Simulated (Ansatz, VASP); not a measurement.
# One calculation of Sc, two programs

```
Sc
1.0
     0.00000    2.32685    2.32685
     2.32685    0.00000    2.32685
     2.32685    2.32685    0.00000
Sc
1
Direct
  0.00000 0.00000 0.00000
```

Alike in both runs: task single point; functional PBE; dispersion D3(BJ); k mesh 8 × 8 × 8; occupations gaussian, width 0.1 eV; no spin polarisation.

```csv
,VASP,Ansatz
version,VASP 6.6.1,Ansatz 0.2.0
potentials or method,"VASP PAW PBE potentials, release 64 (Sc_sv), cutoff 520 eV","scalar-relativistic, plane waves, PAW"
valence electrons in the cell,11,11
```

|  | VASP | Ansatz | Ansatz less VASP |
| --- | --- | --- | --- |
| gap on the k mesh at the Fermi level (eV) | none | none | - |
| pressure (GPa) | -3.5 | -3.5 | -0.02 |

A gap of «none» marks a metal or a gap that the smearing closes.
